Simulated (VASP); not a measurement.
A run of VASP 6.6.1 is set up as follows.

File INCAR:

```
SYSTEM = GaRuC6N6
PREC = Accurate ; ENCUT = 520
EDIFF = 1E-6 ; ISMEAR = 0
SIGMA = 0.1 ; LREAL = .FALSE.
LASPH = .TRUE. ; NELM = 150
ALGO = Normal ; ISIF = 2
LWAVE = .FALSE. ; LCHARG = .FALSE.
ISPIN = 2 ; MAGMOM = 0 1 0 0 0 0 0 0 0 0 0 0 0 0
LORBIT = 11 ; LMAXMIX = 4
GGA = PE ; NBANDS = 58
```

KPOINTS

```
regular mesh
0
G
  4 4 4
  0 0 0
```

The input POSCAR:

```
GaRuC6N6
1.0
    0.0000000000      5.0510000000      5.0510000000
    5.0510000000      0.0000000000      5.0510000000
    5.0510000000      5.0510000000      0.0000000000
Ga Ru C N
1 1 6 6
Direct
    0.0000000000      0.0000000000      0.0000000000
    0.5000000000      0.5000000000      0.5000000000
    0.8123143900      0.1876856100      0.1876856100
    0.1876856100      0.8123143900      0.1876856100
    0.1876856100      0.1876856100      0.8123143900
    0.1876856100      0.8123143900      0.8123143900
    0.8123143900      0.1876856100      0.8123143900
    0.8123143900      0.8123143900      0.1876856100
    0.6964957400      0.3035042600      0.3035042600
    0.3035042600      0.6964957400      0.3035042600
    0.3035042600      0.3035042600      0.6964957400
    0.3035042600      0.6964957400      0.6964957400
    0.6964957400      0.3035042600      0.6964957400
    0.6964957400      0.6964957400      0.3035042600
```

Potentials or basis: VASP PAW PBE potentials, release 64 (Ga_d, Ru_pv, C, N).

The run is started by

```bash
$ cat potpaw_PBE.64/Ga_d/POTCAR potpaw_PBE.64/Ru_pv/POTCAR potpaw_PBE.64/C/POTCAR potpaw_PBE.64/N/POTCAR > POTCAR
$ mpirun -np 1 vasp_std > vasp.out
```

(1) Predict the pressure.

(2) Estimate the band gap on the k mesh.

(3) Predict the site moments.

(4) What does it give for the net moment?

Answers

(1) 10.2 GPa.

(2) zero (filled and empty bands overlap).

(3) Ga -0.01; Ru +0.72; C +0.02; N +0.00 μB.

(4) 1.00 μB per cell.

Caveat: the cell stands under pressure; forces of over 1 eV/Å act on the atoms, so gaps and moduli don't describe the material at rest.
